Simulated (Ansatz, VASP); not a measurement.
One calculation of ZrTlF6, two programs

```
Zr Tl F
1.0
     0.00000    4.40128    4.40128
     4.40128    0.00000    4.40128
     4.40128    4.40128    0.00000
Zr Tl F
1 1 6
Cartesian
  0.0000 0.0000 0.0000
  4.4013 4.4013 4.4013
  2.0161 4.4013 4.4013
  6.7864 4.4013 4.4013
  4.4013 2.0161 4.4013
  4.4013 6.7864 4.4013
  4.4013 4.4013 2.0161
  4.4013 4.4013 6.7864
```

Alike in both runs: functional PBE; k mesh 8 × 8 × 8; occupations gaussian, width 0.1 eV; no spin polarisation.

Ansatz relaxed the structure, and its values are those at the end. VASP's run is a single point on that final structure, the one shown.

|  | VASP | Ansatz |
| --- | --- | --- |
| version | VASP 6.6.1 | Ansatz 0.2.0 |
| potentials or method | VASP PAW PBE potentials, release 64 (Zr_sv, Tl_d, F), cutoff 520 eV | scalar-relativistic, plane waves, PAW |
| valence electrons in the cell | 67 | 67 |

```csv
,VASP,Ansatz,Ansatz less VASP
gap on the k mesh at the Fermi level (eV),none,none,-
pressure (GPa),1.6,1.6,-0.03
rms of the force components (eV/Å),0.034,0.000,-0.0337
```

A gap of «none» marks a metal or a gap that the smearing closes. The functional is the same, so the differences come from potentials, cutoffs and numerics. Ansatz's warnings: stress scf threshold loose, xc potential rough in thin density.

Spin-orbit coupling is off throughout.
